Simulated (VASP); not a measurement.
# BN (Cm) in VASP: relaxation of cell and atoms with PBE

Aim: the relaxation of cell and atoms of BN with PBE.

Program: VASP 6.6.1. These are calculated values, not measurements. Logs are shortened: lines on timing, memory, paths and dates and some standing lists are left out, and cuts for length are marked.

## 1. The cell of the first run

The structure is monoclinic, space group Cm (No. 8). Conventional cell: a = 4.351 Å, b = 2.512 Å, c = 4.415 Å, α = 90.00°, β = 108.87°, γ = 90.00°. B (site symmetry m) has 3 N at 1.45 Å within 1.9 Å. N (site symmetry m) has 3 B at 1.45 Å within 1.9 Å.

## 2. Relaxation of cell and atoms, PBE

INCAR

```
PREC = Accurate
ENCUT = 910
EDIFF = 1E-7
ISMEAR = 0
SIGMA = 0.02
LREAL = False
LASPH = True
NELM = 120
ALGO = Normal
ISIF = 3
LWAVE = False
LCHARG = False
GGA = PE
IBRION = 2
NSW = 100
EDIFFG = -0.01
GGA_COMPAT = False
NELMIN = 4
```

KPOINTS

```
regular mesh
0
Gamma
  10 10 6
```

POSCAR

```
BN
1.0
    2.1755956940     -1.2560818633     -0.0073497797
    2.1755956940      1.2560818633     -0.0073497797
   -1.4137592606      0.0000000000      4.1827195725
B N
1 1
Direct
    0.0004416291      0.0004416291      0.0013278914
    0.6671253509      0.6671253509      0.0013730586
```

Potentials or basis: VASP PAW PBE potentials, release 64 (B_h, N_h).

Started as:

```sh
$ cat potpaw_PBE.64/B_h/POTCAR potpaw_PBE.64/N_h/POTCAR > POTCAR
$ mpirun -np 1 vasp_std > vasp.out
```

OUTCAR:

```text
PREC = Accurate
   ENCUT = 910
   EDIFF = 1E-7
   ISMEAR = 0
   LREAL = False
   LASPH = True
   NELM = 120
   ISIF = 3
   GGA = PE
   IBRION = 2
   NSW = 100
   EDIFFG = -0.01
   NELMIN = 4

 ion  position               nearest neighbor table
   1  0.000  0.000  0.001-   2 1.45   2 1.45   2 1.45
   2  0.667  0.667  0.001-   1 1.45   1 1.45   1 1.45

  LATTYP: Found a base centered monoclinic cell.
 ALAT       =     4.3512162176
 B/A-ratio  =     0.5773474819
 C/A-ratio  =     1.0147013487
 COS(beta)  =    -0.3234024255

  Lattice vectors:

 A1 = (   2.1755956940,  -1.2560818633,  -0.0073497797)
 A2 = (   2.1755956940,   1.2560818633,  -0.0073497797)
 A3 = (  -1.4137592606,   0.0000000000,   4.1827195725)

Analysis of symmetry for initial positions (statically):
=====================================================================
 Subroutine PRICEL returns:
 Original cell was already a primitive cell.

 Routine SETGRP: Setting up the symmetry group for a
 base centered monoclinic supercell.

 Subroutine GETGRP returns: Found  2 space group operations
 (whereof  2 operations were pure point group operations)
 out of a pool of  4 trial point group operations.

The static configuration has the point symmetry C_1h.

Analysis of symmetry for dynamics (positions and initial velocities):
=====================================================================
 Subroutine PRICEL returns:
 Original cell was already a primitive cell.

 Routine SETGRP: Setting up the symmetry group for a
 base centered monoclinic supercell.

 Subroutine GETGRP returns: Found  2 space group operations
 (whereof  2 operations were pure point group operations)
 out of a pool of  4 trial point group operations.

The dynamic configuration has the point symmetry C_1h.

 Subroutine INISYM returns: Found  2 space group operations
 (whereof  2 operations are pure point group operations),
 and found     1 'primitive' translations

----------------------------------------------------------------------------------------

                                     Primitive cell

  volume of cell :      22.8344

  direct lattice vectors                    reciprocal lattice vectors
     2.175595694 -1.256081863 -0.007349780     0.230084838 -0.398063227  0.077768678
     2.175595694  1.256081863 -0.007349780     0.230084838  0.398063227  0.077768678
[... 113 lines left out ...]
   IVDW    =     0    specifies the selected vdW correction
   LEPSILON=     F    determine dielectric tensor
   LRPA    =     F    only Hartree local field effects (RPA)
 conjugate gradient relaxation of ions
 non-spin polarized calculation
 Gauss-broadening in eV      SIGMA  =   0.02
  energy-cutoff  :      910.00
  volume of cell :       22.83
 maximum number of plane-waves:      1439
 NGX is ok and might be reduce to    28
   NGX = 13   NGY = 13   NGZ = 21

--------------------------------------- Ionic step        1  -------------------------------------------

 number of electron       8.0000000 magnetization

 Free energy of the ion-electron system (eV)
  ---------------------------------------------------
  ext. energy  EPLUGINS =         0.00000000
  ---------------------------------------------------
  free energy    TOTEN  =       -17.62544171 eV

  energy without entropy =      -17.62544171  energy(sigma->0) =      -17.62544171

------------------------ aborting loop because EDIFF is reached ----------------------------------------

  FORCE on cell =-STRESS in cart. coord.  units (eV):
  Direction    XX          YY          ZZ          XY          YZ          ZX
  --------------------------------------------------------------------------------------
  -------------------------------------------------------------------------------------
  Total       -0.0530662     -0.0532200     -0.0325491      0.0000000      0.0000000     -0.0001524
  in kB       -3.7234023     -3.7341950     -2.2838128      0.0000000      0.0000000     -0.0106924
  external PRESSURE =      -3.2471367 kB  Pullay stress =       0.0000000 kB
[... 89 lines left out ...]
  FREE ENERGIE OF THE ION-ELECTRON SYSTEM (eV)
  ---------------------------------------------------
  free  energy   TOTEN  =       -17.6254747386 eV

  energy  without entropy=      -17.6254747386  energy(sigma->0) =      -17.62547474

[... ionic steps 4 to 9 ...]

--------------------------------------- Ionic step       10  -------------------------------------------

 number of electron       8.0000000 magnetization

------------------------ aborting loop because EDIFF is reached ----------------------------------------
[... 67 lines left out ...]
--------------------------------------- Ionic step       12  -------------------------------------------

 number of electron       8.0000000 magnetization

 Free energy of the ion-electron system (eV)
  ---------------------------------------------------
  ext. energy  EPLUGINS =         0.00000000
  ---------------------------------------------------
  free energy    TOTEN  =       -17.62593250 eV

  energy without entropy =      -17.62593250  energy(sigma->0) =      -17.62593250

 E-fermi :   1.8457     XC(G=0):  -8.8789

 val. band max:        1.6572635406   @ k =  -0.3000   0.3000   0.0000
 cond. band min:       6.2477952371   @ k =   0.0000   0.0000   0.0000
 fundamental gap:      4.5905316965
 Fermi energy:         1.8456833255

 k-point     1 :       0.0000    0.0000    0.0000
  band No.  band energies     occupation
      1     -15.8795      2.00000
      2      -3.0436      2.00000
      3       0.4157      2.00000
      4       0.4191      2.00000
      5       6.2478      0.00000
      6      13.3080      0.00000
      7      13.3144      0.00000
      8      14.2904      0.00000
[... 243 lines left out ...]
 k-point    24 :       0.4000    0.3000    0.0000
  band No.  band energies     occupation
      1     -13.6438      2.00000
      2      -5.3624      2.00000
      3      -2.4350      2.00000
      4      -0.3839      2.00000
      5       8.2878      0.00000
      6      11.3124      0.00000
      7      13.4384      0.00000
      8      18.0600      0.00000

 [... further k-points ...]

------------------------ aborting loop because EDIFF is reached ----------------------------------------

  FORCE on cell =-STRESS in cart. coord.  units (eV):
  Direction    XX          YY          ZZ          XY          YZ          ZX
  --------------------------------------------------------------------------------------
  -------------------------------------------------------------------------------------
  Total        0.0003668     -0.0066156      0.0056919      0.0000000      0.0000000     -0.0002574
  in kB        0.0267867     -0.4831507      0.4156861      0.0000000      0.0000000     -0.0187994
  external PRESSURE =      -0.0135593 kB  Pullay stress =       0.0000000 kB
[... 17 lines left out ...]
  FREE ENERGIE OF THE ION-ELECTRON SYSTEM (eV)
  ---------------------------------------------------
  free  energy   TOTEN  =       -17.6259324962 eV

  energy  without entropy=      -17.6259324962  energy(sigma->0) =      -17.62593250

 reached required accuracy - stopping structural energy minimisation
```

OSZICAR:

```text
N       E                     dE             d eps       ncg     rms          rms(c)
DAV:   1     0.330931353783E+02    0.33093E+02   -0.55473E+03  2760   0.130E+03
DAV:   2    -0.169301644590E+02   -0.50023E+02   -0.47837E+02  3944   0.175E+02
DAV:   3    -0.194302216804E+02   -0.25001E+01   -0.25001E+01  3208   0.515E+01
[... 96 lines left out ...]
       N       E                     dE             d eps       ncg     rms          rms(c)
DAV:   1    -0.176259332008E+02   -0.17308E-05   -0.28563E-04  2752   0.213E-01    0.517E-03
DAV:   2    -0.176259325926E+02    0.60820E-06   -0.34042E-06  4688   0.178E-02    0.192E-03
DAV:   3    -0.176259324994E+02    0.93258E-07   -0.33423E-07  3560   0.508E-03    0.681E-04
DAV:   4    -0.176259324962E+02    0.31678E-08   -0.49980E-08  1688   0.187E-03
  12 F= -.17625932E+02 E0= -.17625932E+02  d E =-.420407E-05
```

Wall time 4.8 min (1 thread of Intel Xeon Platinum 8488C (Sapphire Rapids), shared host); peak memory 0.23 GiB.

What came out:

```
Free energy                           : -17.6259 eV
Relaxed volume                        : 10.97 Å³/atom
Relaxed cell                          : a = 2.511 Å, b = 2.511 Å, c = 4.264 Å, α = 106.88°, β = 106.88°, γ = 60.00°
Space group after relaxing (to 0.1 Å) : R3m (No. 160)
Energy gained by relaxing             : 0.2 meV/atom
Ionic steps                           : 12
Pressure after relaxing               : 0.0 GPa
Largest force after relaxing          : 0.007 eV/Å
Band gap on the k mesh                : 4.59 eV (least direct gap 4.97 eV)
```

Forces in eV/Å, atoms in the order of the input:
```
B    0.007  0.000 -0.002
N   -0.007  0.000  0.002
```

Step by step:
| step | energy change (eV) | largest force (eV/Å) | pressure (GPa) | volume (Å³) |
| --- | --- | --- | --- | --- |
| 1 | 0.0000 | 0.0005 | -0.32 | 22.83 |
| 2 | 0.0000 | 0.0007 | 0.42 | 22.76 |
| 3 | 0.0000 | 0.0002 | -0.03 | 22.80 |
| 4 | -0.0001 | 0.0003 | -0.02 | 22.78 |
| 5 | -0.0001 | 0.0019 | -0.01 | 22.73 |
| 6 | -0.0003 | 0.0049 | 0.00 | 22.62 |
| 7 | -0.0004 | 0.0110 | 0.04 | 22.39 |
| 8 | -0.0005 | 0.0232 | 0.12 | 21.94 |
| 9 | -0.0004 | 0.0725 | -0.25 | 21.91 |
| 10 | -0.0005 | 0.0103 | 0.04 | 21.93 |
| 11 | -0.0005 | 0.0117 | -0.02 | 21.94 |
| 12 | -0.0005 | 0.0069 | 0.00 | 21.94 |

Final structure:
```xyz
2
Lattice="2.1748 -1.2557 -0.0079 2.1748 1.2557 -0.0079 -1.4149 0.0000 4.0219" Properties=species:S:1:pos:R:3 pbc="T T T"
B     0.0000    0.0000    0.0054
N     2.8999    0.0000   -0.0051
```

Caveat: the cutoff is under 1.25 times the usual one of these potentials, so pressure, stress and relaxed cells hold a basis-set (Pulay) error; this functional lacks dispersion, which binds the layers, so the pressure and a relaxed spacing across them are unreliable. A k mesh can miss the band edges.
